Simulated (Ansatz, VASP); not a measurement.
## Bi in VASP and in Ansatz

```
Bi
1.0
    -1.98143    1.98143    1.98143
     1.98143   -1.98143    1.98143
     1.98143    1.98143   -1.98143
Bi
1
Direct
  0.00000 0.00000 0.00000
```

Alike in both runs: task relaxation of cell and atoms; functional PBE-based screened hybrid; k mesh 5 × 5 × 5; occupations fermi-dirac, width 0.05 eV; no spin polarisation.

|  | VASP | Ansatz |
| --- | --- | --- |
| version | VASP 6.6.1 | Ansatz 0.2.0 |
| potentials or method | VASP PAW PBE potentials, release 64 (Bi_d) | Ansatz PAW |
| plane-wave cutoff (eV) | 600 | 420 |
| valence electrons in the cell | 15 | 15 |

VASP gave:

```
gap on the k mesh at the Fermi level, each at its own relaxed structure (eV) : none
relaxed volume (Å³/atom)                                                     : 30.36
relaxed cell length with the largest relative difference (Å)                 : 3.404
```

Q: Estimate Ansatz's values.

A: gap on the k mesh at the Fermi level, each at its own relaxed structure (eV): none; relaxed volume (Å³/atom): 30.27; relaxed cell length with the largest relative difference (Å): 3.400.

VASP's potentials were made for PBE, not for PBE-based screened hybrid. A gap of «none» marks a metal or a gap that the smearing closes.

The k mesh is coarse, so the values compare programs but aren't converged. Neither program's run includes spin-orbit coupling. Noted on Ansatz's run: the plane-wave basis is chosen anew once the cell has moved, so the energies of steps on either side of that aren't comparable.
